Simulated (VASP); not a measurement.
# Ga13B3As16 (P1) in VASP: further runs, part 2 of 2

VASP 6.6.1. The steps go on from the part before.

## (3) Single point, r2SCAN

Input file POSCAR:

```
Ga13B3As16
1.0
   10.9774450000      0.0000000000      0.0000000000
    0.0000000000     10.9774450000      0.0000000000
    0.0000000000      0.0000000000     10.9774450000
Ga B As
26 6 32
Direct
    0.0061240000      0.0002410000      0.0056730000
    0.0126900000      0.0002760000      0.4976910000
    0.9966720000      0.4987810000      0.9993380000
    0.4866970000      0.9987830000      0.4968310000
    0.5025760000      0.5002810000      0.9991990000
    0.2536630000      0.2396790000      0.0076390000
    0.2542010000      0.7601000000      0.0048710000
    0.7451980000      0.2437810000      0.9990690000
    0.7494960000      0.2622510000      0.5026190000
    0.7445440000      0.7554520000      0.0015340000
    0.7515190000      0.7367440000      0.5016030000
    0.2556370000      0.9991520000      0.7433070000
    0.2500180000      0.5006510000      0.2616420000
    0.2496230000      0.4998160000      0.7352520000
    0.7445150000      0.9996420000      0.2462430000
    0.7441150000      0.0002170000      0.7586000000
    0.7505070000      0.5002910000      0.2615510000
    0.7492220000      0.5011600000      0.7379570000
    0.0065410000      0.2486210000      0.2600310000
    0.0071520000      0.2559580000      0.7415310000
    0.0101690000      0.7497440000      0.2590680000
    0.0036590000      0.7457260000      0.7400530000
    0.4923770000      0.2464310000      0.2542070000
    0.4944610000      0.2484980000      0.7458950000
    0.4940040000      0.7549600000      0.2560900000
    0.4949680000      0.7493410000      0.7453490000
    0.0132280000      0.4988280000      0.4987430000
    0.4907870000      0.0011000000      0.0064300000
    0.4844060000      0.4977500000      0.4978440000
    0.2465900000      0.2546760000      0.4939570000
    0.2516660000      0.7424690000      0.4918790000
    0.2560850000      0.0004730000      0.2571550000
    0.1389550000      0.1093780000      0.1478100000
    0.1453320000      0.1426230000      0.6128560000
    0.1280700000      0.6245010000      0.1256690000
    0.1264110000      0.6263730000      0.5957380000
    0.6066080000      0.1119050000      0.1139290000
    0.6232610000      0.1236480000      0.6227270000
    0.6239940000      0.6266760000      0.1313240000
    0.6034010000      0.6070060000      0.6096410000
    0.3740600000      0.3776710000      0.1277290000
    0.3708620000      0.3694470000      0.5982120000
    0.3754410000      0.9020080000      0.1332020000
    0.3571770000      0.8551700000      0.6084980000
    0.8728770000      0.3687790000      0.1299460000
    0.8958370000      0.3943790000      0.6114360000
    0.8781920000      0.8721850000      0.1303660000
    0.8725950000      0.8759790000      0.6253240000
    0.3480380000      0.1281470000      0.3750460000
    0.3864910000      0.1105390000      0.8861680000
    0.3742230000      0.6259950000      0.3961380000
    0.3718180000      0.6246140000      0.8745610000
    0.8702590000      0.1247820000      0.3761920000
    0.8822330000      0.1273500000      0.8728920000
    0.8977350000      0.6093790000      0.3893940000
    0.8702980000      0.6278610000      0.8700730000
    0.1272270000      0.3755640000      0.3979710000
    0.1308890000      0.3729760000      0.8761330000
    0.1565230000      0.8721280000      0.3739410000
    0.1247920000      0.8754760000      0.8694410000
    0.6040490000      0.3890180000      0.3882590000
    0.6262450000      0.3739310000      0.8686080000
    0.6270100000      0.8738430000      0.3793120000
    0.6029680000      0.8871340000      0.8909580000
```

Input file INCAR.step1:

```
PREC = Accurate ; ENCUT = 620
ISMEAR = -1 ; SIGMA = 0.05
LREAL = Auto ; LASPH = T
NELM = 120 ; ISYM = -1
NBANDS = 296 ; GGA = PE
ALGO = Normal ; EDIFF = 1E-5
LWAVE = T ; LCHARG = F
GGA_COMPAT = F ; KPAR = 1
```

Input file INCAR.step2:

```
PREC = Accurate ; ENCUT = 620
EDIFF = 1E-6 ; ISMEAR = -1
SIGMA = 0.05 ; LREAL = Auto
LASPH = T ; NELM = 120
ALGO = Normal ; ISIF = 2
LWAVE = F ; LCHARG = F
METAGGA = R2SCAN ; LMIXTAU = T
ISYM = -1 ; NBANDS = 296
ISTART = 1 ; GGA_COMPAT = F
KPAR = 1
```

Input file KPOINTS:

```
explicit points
1
Reciprocal
  0.25000000   0.25000000   0.25000000 1
```

Potentials or basis: VASP PAW PBE potentials, release 64 (Ga_d, B, As).

Started as:

```sh
cat potpaw_PBE.64/Ga_d/POTCAR potpaw_PBE.64/B/POTCAR potpaw_PBE.64/As/POTCAR > POTCAR
cp INCAR.step1 INCAR
mpirun -np 4 vasp_std > vasp.out
cp INCAR.step2 INCAR
mpirun -np 4 vasp_std > vasp.out
```

Wall time 10 min (4 MPI ranks of AMD EPYC 9R45 (Zen 5), shared host); peak memory 0.63 GiB.

Results (log left out):

```
Free energy            : -831.6929 eV
Pressure               : 0.6 GPa
Largest force          : 0.166 eV/Å
Band gap on the k mesh : 1.56 eV
```

Forces on the atoms (eV/Å):
```
Ga   0.002 -0.018  0.002
Ga  -0.030  0.017  0.003
Ga   0.005  0.007  0.012
Ga   0.032  0.004 -0.004
Ga  -0.006  0.001  0.008
Ga   0.018  0.015  0.001
Ga  -0.016  0.002 -0.005
Ga   0.011  0.018  0.003
Ga   0.009 -0.031 -0.008
Ga   0.003 -0.004  0.009
Ga  -0.018  0.038 -0.009
Ga  -0.002 -0.015  0.026
Ga   0.010  0.009 -0.008
Ga   0.007  0.003  0.020
Ga   0.009 -0.008  0.006
Ga   0.013  0.011 -0.018
Ga   0.005 -0.008 -0.015
Ga   0.001  0.001  0.027
Ga  -0.017  0.005  0.026
Ga   0.011  0.015  0.020
Ga   0.029 -0.009 -0.017
Ga  -0.011  0.015  0.009
Ga  -0.011  0.015  0.003
Ga   0.037 -0.001 -0.008
Ga   0.040  0.007  0.008
Ga  -0.040 -0.021  0.000
B    0.004  0.019  0.012
B    0.022  0.030 -0.001
B    0.023  0.007  0.020
B    0.006  0.006  0.010
B    0.024  0.019  0.024
B   -0.002  0.047  0.002
As  -0.077  0.049 -0.099
As  -0.101 -0.083  0.043
As  -0.014  0.008  0.016
As   0.000 -0.006  0.137
As   0.087  0.076  0.068
As  -0.029  0.006  0.019
As  -0.001  0.011 -0.016
As   0.104  0.069  0.105
As  -0.001 -0.032  0.003
As   0.020  0.021  0.127
As  -0.029 -0.158 -0.020
As   0.082  0.098  0.106
As  -0.013  0.012 -0.001
As  -0.082 -0.096  0.056
As  -0.013  0.008 -0.016
As   0.014 -0.029  0.003
As   0.141 -0.013  0.001
As  -0.082  0.043 -0.062
As  -0.040 -0.025 -0.155
As   0.026  0.005 -0.022
As   0.021  0.019 -0.008
As  -0.033 -0.009  0.005
As  -0.098  0.057 -0.092
As  -0.002 -0.001  0.000
As  -0.021 -0.019 -0.148
As  -0.026 -0.015 -0.027
As  -0.148 -0.032 -0.019
As   0.015  0.000  0.020
As   0.091 -0.088 -0.079
As  -0.015  0.000  0.003
As  -0.023 -0.003 -0.033
As   0.082 -0.070 -0.073
```

Stress tensor (GPa, compression positive):
```
 0.62 -0.77 -0.68
-0.77  0.41 -0.77
-0.68 -0.77  0.80
```

Levels at points of the mesh, in eV from the valence-band top:
```csv
k point,band 254,band 255,band 256,band 257,band 258,band 259,band 260,band 261,band 262,band 263
"(0.25, 0.25, 0.25)",-0.61,-0.56,-0.48,-0.02,0.00,1.56,1.83,1.87,1.99,2.22
```

Caveat: the PAW data sets were made with another functional, which shifts forces and pressure a little; a shifted mesh leaves out Γ, where band edges can lie. A k mesh can miss the band edges.
